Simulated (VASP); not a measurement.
Sb:

```
Sb
1.0
    -3.08334    3.08334    3.08334
     3.08334   -3.08334    3.08334
     3.08334    3.08334   -3.08334
Sb
4
Cartesian
  -1.7322 1.7322 1.7322
  1.7322 -1.7322 1.7322
  1.7322 1.7322 -1.7322
  1.3511 1.3511 1.3511
```

```yaml
Program: VASP 6.6.1
Task: relaxation of cell and atoms
Functional: PBE
Potentials_or_basis: VASP PAW PBE potentials, release 64 (Sb)
Cutoff: 600 eV
k_mesh: 10 × 10 × 10
Occupations: gaussian, width 0.1 eV
Spin: no spin polarisation
```

At the start: pressure 0.7 GPa; volume 29.31 Å³/atom.

How do energy, volume and symmetry change on relaxing?

Over 12 steps the energy falls by 59.7 meV/atom and the volume is 30.03 Å³/atom (+2.5 %); space group Pm-3m (No. 221, to 0.05 Å).

The path:
| step | energy change (eV) | largest force (eV/Å) | pressure (GPa) | volume (Å³) |
| --- | --- | --- | --- | --- |
| 1 | 0.0000 | 0.3447 | 0.65 | 117.25 |
| 2 | -0.0250 | 0.3347 | -0.27 | 119.29 |
| 3 | -0.0401 | 0.3196 | -1.53 | 122.44 |
| 4 | -0.0529 | 0.3105 | -1.47 | 122.34 |
| 5 | -0.0890 | 0.2829 | -1.28 | 122.04 |
| 6 | -0.1499 | 0.2189 | -0.88 | 121.44 |
| 7 | -0.2236 | 0.0913 | -0.11 | 120.25 |
| 8 | -0.1896 | 0.1472 | 0.91 | 117.89 |
| 9 | -0.2381 | 0.0020 | 0.35 | 119.38 |
| 10 | -0.2381 | 0.0082 | 0.32 | 119.44 |
| 11 | -0.2385 | 0.0043 | -0.23 | 120.63 |
| 12 | -0.2389 | 0.0010 | 0.00 | 120.14 |

Final structure:
```cif
data_structure
_symmetry_space_group_name_H-M 'P 1'
_symmetry_Int_Tables_number 1
_cell_length_a 5.3839
_cell_length_b 5.3839
_cell_length_c 5.3839
_cell_angle_alpha 109.471
_cell_angle_beta 109.471
_cell_angle_gamma 109.471
_cell_volume 120.14
loop_
_atom_site_label
_atom_site_type_symbol
_atom_site_fract_x
_atom_site_fract_y
_atom_site_fract_z
_atom_site_occupancy
Sb1 Sb 0.50017 0.00000 0.00000 1
Sb2 Sb 0.00000 0.50017 0.00000 1
Sb3 Sb 0.00000 0.00000 0.50017 1
Sb4 Sb 0.49983 0.49983 0.49983 1
```
